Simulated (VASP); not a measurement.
# TlGa (P-6m2) in VASP: notebook

Runs on TlGa. Level: PBE. Tasks: single point.

Everything below comes from runs of VASP 6.6.1. Logs are shortened: lines on timing, memory, paths and dates and some standing lists are left out, and cuts for length are marked.

## Step 1: The cell of the first run

It takes space group P-6m2 (No. 187, hexagonal). Conventional cell: a = 3.652 Å, b = 3.652 Å, c = 5.868 Å, α = 90.00°, β = 90.00°, γ = 120.00°. Tl (site symmetry -6m2) has 6 Ga at 3.61 Å and 6 Tl at 3.65 Å within 4.7 Å. Ga (site symmetry -6m2) has 6 Tl at 3.61 Å and 6 Ga at 3.65 Å within 4.7 Å.

## Step 2: Single point, PBE

File INCAR:

```
ALGO = Normal ; EDIFF = 1E-6
ENCUT = 520 ; GGA = PE
ISIF = 2 ; ISMEAR = 1
LASPH = True ; LCHARG = False
LREAL = False ; LWAVE = False
NBANDS = 20 ; NELM = 60
PREC = Accurate ; SIGMA = 0.05
```

File KPOINTS:

```
k-points
0
Gamma
  7 7 4
```

File POSCAR:

```
TlGa
1.0
    3.6521389600      0.0000000000      0.0000000000
   -1.8260694800      3.1628451200      0.0000000000
    0.0000000000      0.0000000000      5.8682937400
Tl Ga
1 1
Direct
    0.3333333300      0.6666666700      0.5000000000
    0.0000000000      0.0000000000      0.0000000000
```

Potentials or basis: VASP PAW PBE potentials, release 64 (Tl_d, Ga_d).

The run is started by

```console
> cat potpaw_PBE.64/Tl_d/POTCAR potpaw_PBE.64/Ga_d/POTCAR > POTCAR
> mpirun -np 1 vasp_std > vasp.out
```

OUTCAR:

```text
EDIFF = 1E-6
   ENCUT = 520
   GGA = PE
   ISIF = 2
   ISMEAR = 1
   LASPH = True
   LREAL = False
   NELM = 60
   PREC = Accurate

 ion  position               nearest neighbor table
   1  0.333  0.667  0.500-
   2  0.000  0.000  0.000-

  LATTYP: Found a hexagonal cell.
 ALAT       =     3.6521389600
 C/A-ratio  =     1.6068100925

  Lattice vectors:

 A1 = (   3.6521389600,   0.0000000000,   0.0000000000)
 A2 = (  -1.8260694800,   3.1628451200,   0.0000000000)
 A3 = (   0.0000000000,   0.0000000000,   5.8682937400)

Analysis of symmetry for initial positions (statically):
=====================================================================
 Subroutine PRICEL returns:
 Original cell was already a primitive cell.

 Routine SETGRP: Setting up the symmetry group for a
 hexagonal supercell.

 Subroutine GETGRP returns: Found 12 space group operations
 (whereof 12 operations were pure point group operations)
 out of a pool of 24 trial point group operations.

The static configuration has the point symmetry D_3h.

Analysis of symmetry for dynamics (positions and initial velocities):
=====================================================================
 Subroutine PRICEL returns:
 Original cell was already a primitive cell.

 Routine SETGRP: Setting up the symmetry group for a
 hexagonal supercell.

 Subroutine GETGRP returns: Found 12 space group operations
 (whereof 12 operations were pure point group operations)
 out of a pool of 24 trial point group operations.

The dynamic configuration has the point symmetry D_3h.

 Subroutine INISYM returns: Found 12 space group operations
 (whereof 12 operations are pure point group operations),
 and found     1 'primitive' translations

----------------------------------------------------------------------------------------

                                     Primitive cell

  volume of cell :      67.7855

  direct lattice vectors                    reciprocal lattice vectors
     3.652138960  0.000000000  0.000000000     0.273812144  0.158085515  0.000000000
    -1.826069480  3.162845120  0.000000000     0.000000000  0.316171030  0.000000000
     0.000000000  0.000000000  5.868293740     0.000000000  0.000000000  0.170407284

  length of vectors
     3.652138960  3.652138962  5.868293740     0.316171030  0.316171030  0.170407284

  position of ions in fractional coordinates (direct lattice)
     0.333333330  0.666666670  0.500000000
     0.000000000  0.000000000  0.000000000

  ion indices of the primitive-cell ions
   primitive index   ion index
                 1           1
                 2           2

----------------------------------------------------------------------------------------

 KPOINTS: k-points

Automatic generation of k-mesh.
 Grid dimensions read from file:
 generate k-points for:    7    7    4

 Generating k-lattice:

  Cartesian coordinates                     Fractional coordinates (reciprocal lattice)
     0.039116021  0.022583645  0.000000000     0.142857143  0.000000000  0.000000000
     0.000000000  0.045167290  0.000000000     0.000000000  0.142857143  0.000000000
     0.000000000  0.000000000  0.042601821     0.000000000  0.000000000  0.250000000

  Length of vectors
     0.045167290  0.045167290  0.042601821

  Shift w.r.t. Gamma in fractional coordinates (k-lattice)
     0.000000000  0.000000000  0.000000000

 Subroutine IBZKPT returns following result:
 ===========================================

 Found     24 irreducible k-points:

 Following reciprocal coordinates:
            Coordinates               Weight
  0.000000  0.000000  0.000000      1.000000
  0.142857  0.000000  0.000000      6.000000
  0.285714  0.000000  0.000000      6.000000
  0.428571  0.000000  0.000000      6.000000
  0.142857  0.142857  0.000000      6.000000
  0.285714  0.142857  0.000000     12.000000
[... 16 lines left out ...]
  0.428571  0.142857  0.500000      6.000000
  0.285714  0.285714  0.500000      6.000000
   k-points           NKPTS =     24   k-points in BZ     NKDIM =     24   number of bands    NBANDS=     20
   number of dos      NEDOS =    301   number of ions     NIONS =      2
   total plane-waves  NPLWV =  37632
   dimension x,y,z NGX =    28 NGY =   28 NGZ =   48
   dimension x,y,z NGXF=    56 NGYF=   56 NGZF=   96
   ions per type =               1   1
   NGX,Y,Z   is equivalent  to a cutoff of  12.75, 12.75, 13.60 a.u.
   NGXF,Y,Z  is equivalent  to a cutoff of  25.49, 25.49, 27.20 a.u.
 SYSTEM =  unknown system
   PREC   = accura    normal or accurate (medium, high low for compatibility)
   ISTART =      0    job   : 0-new  1-cont  2-samecut
   ICHARG =      2    charge: 1-file 2-atom 10-const
   ISPIN  =      1    spin polarized calculation?
   LNONCOLLINEAR =      F non collinear calculations
   LSORBIT =      F    spin-orbit coupling
   LASPH  =      T    aspherical Exc in radial PAW
   ENCUT  =  520.0 eV  38.22 Ry    6.18 a.u.   6.79  6.79 10.91*2*pi/ulx,y,z
   NELM   =     60;   NELMIN=  2; NELMDL= -5     # of ELM steps
   EDIFF  = 0.1E-05   stopping-criterion for ELM
   LREAL  =      F    real-space projection
   EDIFFG = 0.1E-04   stopping-criterion for IOM
   NSW    =      0    number of steps for IOM
   IBRION =     -1    ionic relax: 0-MD 1-quasi-New 2-CG
   NFREE  =      0    steps in history (QN), initial steepest desc. (CG)
   ISIF   =      2    stress and relaxation
   ISYM   =      2    0-nonsym 1-usesym 2-fastsym
   POTIM  = 0.5000    time-step for ionic-motion
   TEBEG  =    0.0;   TEEND  =   0.0 temperature during run
   PSTRESS=    0.0 pullay stress
   NELECT =      26.0000    total number of electrons
   NUPDOWN=      -1.0000    fix difference up-down
   EMIN   =  10.00;   EMAX   =-10.00  energy-range for DOS
   EFERMI =   0.00;   METHOD = LEGACY
   ISMEAR =     1;   SIGMA  =   0.05  broadening in eV -4-tet -1-fermi 0-gaus
   EFERMI_NEDOS =   21; number of points for ismear=-14 and -15
   IALGO  =     38    algorithm
   IMIX   =      4    mixing-type and parameters
     AMIX     =   0.40;   BMIX     =  1.00
     AMIX_MAG =   1.60;   BMIX_MAG =  1.00
  volume/ion in A,a.u.               =      33.89       228.72
  Fermi-wavevector in a.u.,A,eV,Ry     =   1.189470  2.247773 19.250060  1.414840
  Thomas-Fermi vector in A             =   2.325577
   LORBIT       =      0    0 simple, 1 ext, 2 COOP (PROOUT), +10 PAW based schemes
   GGA     = PE    functional components
   LHFCALC =     F    Hartree Fock is set to
   AEXX    =    0.0000 exact exchange contribution
   IVDW    =     0    specifies the selected vdW correction
   LEPSILON=     F    determine dielectric tensor
   LRPA    =     F    only Hartree local field effects (RPA)
 non-spin polarized calculation
 Methfessel and Paxton  Order N= 1 SIGMA  =   0.05
  energy-cutoff  :      520.00
  volume of cell :       67.79
 maximum number of plane-waves:      1846
 NGX is ok and might be reduce to    28
   NGX = 13   NGY = 13   NGZ = 21

 number of electron      26.0000001 magnetization

 Free energy of the ion-electron system (eV)
  ---------------------------------------------------
  ext. energy  EPLUGINS =         0.00000000
  ---------------------------------------------------
  free energy    TOTEN  =        -4.52138701 eV

  energy without entropy =       -4.52054724  energy(sigma->0) =       -4.52110709

 E-fermi :   3.2238     XC(G=0):  -8.8861

 val. band max:        3.2027973897   @ k =   0.2857   0.1429   0.5000
 cond. band min:       3.2447383545   @ k =   0.4286   0.0000   0.2500
 fundamental gap:      0.0419409647
 Fermi energy:         3.2237647064

 k-point     1 :       0.0000    0.0000    0.0000
  band No.  band energies     occupation
      1     -11.6332      2.00000
      2     -11.6007      2.00000
      3     -11.6007      2.00000
      4     -11.5991      2.00000
      5     -11.5991      2.00000
      6      -8.2461      2.00000
[... 12 lines left out ...]
     19      12.1624      0.00000
     20      13.8120      0.00000

 k-point     2 :       0.1429    0.0000    0.0000
  band No.  band energies     occupation
      1     -11.6292      2.00000
      2     -11.6032      2.00000
      3     -11.6016      2.00000
      4     -11.6001      2.00000
      5     -11.5934      2.00000
      6      -8.2257      2.00000
[... 12 lines left out ...]
     19      12.3060      0.00000
     20      14.3759      0.00000

 k-point     3 :       0.2857    0.0000    0.0000
  band No.  band energies     occupation
      1     -11.6243      2.00000
      2     -11.6124      2.00000
      3     -11.6024      2.00000
      4     -11.5998      2.00000
      5     -11.5768      2.00000
      6      -8.2686      2.00000
[... 12 lines left out ...]
     19      10.8063      0.00000
     20      13.1707      0.00000

 k-point     4 :       0.4286    0.0000    0.0000
  band No.  band energies     occupation
      1     -11.6251      2.00000
      2     -11.6197      2.00000
      3     -11.6042      2.00000
      4     -11.5940      2.00000
      5     -11.5635      2.00000
      6      -8.3112      2.00000
[... 12 lines left out ...]
     19      10.0932      0.00000
     20      12.6092      0.00000

 k-point     5 :       0.1429    0.1429    0.0000
  band No.  band energies     occupation
      1     -11.6230      2.00000
      2     -11.6092      2.00000
      3     -11.6025      2.00000
      4     -11.6023      2.00000
      5     -11.5819      2.00000
      6      -8.2034      2.00000
[... 12 lines left out ...]
     19      12.7029      0.00000
     20      12.9643      0.00000
[... 353 lines left out ...]
      6      -8.2030      2.00000
[... 12 lines left out ...]
     19      12.6711      0.00000
     20      13.5826      0.00000

 k-point    22 :       0.2857    0.1429    0.5000
  band No.  band energies     occupation
      1     -11.6180      2.00000
      2     -11.6173      2.00000
      3     -11.6051      2.00000
      4     -11.5977      2.00000
      5     -11.5704      2.00000
      6      -8.2360      2.00000
[... 12 lines left out ...]
     19      12.3672      0.00000
     20      12.8520      0.00000

 k-point    23 :       0.4286    0.1429    0.5000
  band No.  band energies     occupation
      1     -11.6205      2.00000
      2     -11.6182      2.00000
      3     -11.6066      2.00000
      4     -11.5925      2.00000
      5     -11.5664      2.00000
      6      -8.2548      2.00000
[... 12 lines left out ...]
     19      11.9737      0.00000
     20      12.1488      0.00000

 k-point    24 :       0.2857    0.2857    0.5000
  band No.  band energies     occupation
      1     -11.6173      2.00000
      2     -11.6108      2.00000
      3     -11.6092      2.00000
      4     -11.5911      2.00000
      5     -11.5747      2.00000
      6      -8.1517      2.00000
[... 12 lines left out ...]
     19      12.7023      0.00000
     20      12.8340      0.00000

------------------------ aborting loop because EDIFF is reached ----------------------------------------

  FORCE on cell =-STRESS in cart. coord.  units (eV):
  Direction    XX          YY          ZZ          XY          YZ          ZX
  --------------------------------------------------------------------------------------
  -------------------------------------------------------------------------------------
  Total       -1.8738649     -1.8738649     -1.9715997      0.0000000     -0.0000000      0.0000000
  in kB      -44.2906225    -44.2906226    -46.6006807      0.0000000     -0.0000000      0.0000000
  external PRESSURE =     -45.0606419 kB  Pullay stress =       0.0000000 kB

 VOLUME and BASIS-vectors are now :
 -----------------------------------------------------------------------------
  energy-cutoff  :      520.00
  volume of cell :       67.79
      direct lattice vectors                 reciprocal lattice vectors
     3.652138960  0.000000000  0.000000000     0.273812144  0.158085515  0.000000000
    -1.826069480  3.162845120  0.000000000     0.000000000  0.316171030  0.000000000
     0.000000000  0.000000000  5.868293740     0.000000000  0.000000000  0.170407284

 POSITION                                       TOTAL-FORCE (eV/Angst)
 -----------------------------------------------------------------------------------
     -0.00000      2.10856      2.93415         0.000000     -0.000000      0.000000
      0.00000      0.00000      0.00000        -0.000000      0.000000      0.000000
 -----------------------------------------------------------------------------------
    total drift:                                0.000012     -0.000007     -0.000000

  FREE ENERGIE OF THE ION-ELECTRON SYSTEM (eV)
  ---------------------------------------------------
  free  energy   TOTEN  =        -4.5213870105 eV

  energy  without entropy=       -4.5205472419  energy(sigma->0) =       -4.52110709
```

Run time: 37 s. Hardware: 1 thread of Intel Xeon Platinum 8259CL at 2.50GHz (Skylake/Cascade Lake), shared host; peak memory 0.19 GiB.

Results:

```yaml
Free_energy: -4.5214 eV
Pressure: -4.5 GPa
Band_gap_on_the_k_mesh: zero (band 13 reaches 5.66 eV, above the bottom of band 14 at 1.97 eV)
```

Stress tensor (GPa, compression positive):
```
-4.43  0.00  0.00
 0.00 -4.43  0.00
 0.00  0.00 -4.66
```

Levels at points of the mesh, in eV from the Fermi level:
| k point | band 10 | band 11 | band 12 | band 13 | band 14 | band 15 | band 16 | band 17 |
| --- | --- | --- | --- | --- | --- | --- | --- | --- |
| (0.00, 0.00, 0.00) | -11.23 | -8.42 | -4.87 | -2.02 | 5.90 | 5.90 | 8.04 | 8.04 |
| (0.00, 0.00, 0.50) | -11.23 | -7.69 | -6.82 | 2.37 | 2.54 | 6.13 | 6.13 | 7.88 |

Caveat: spin-orbit coupling is left out, which moves the levels of the heavy elements.

[end of part 1 of 2]
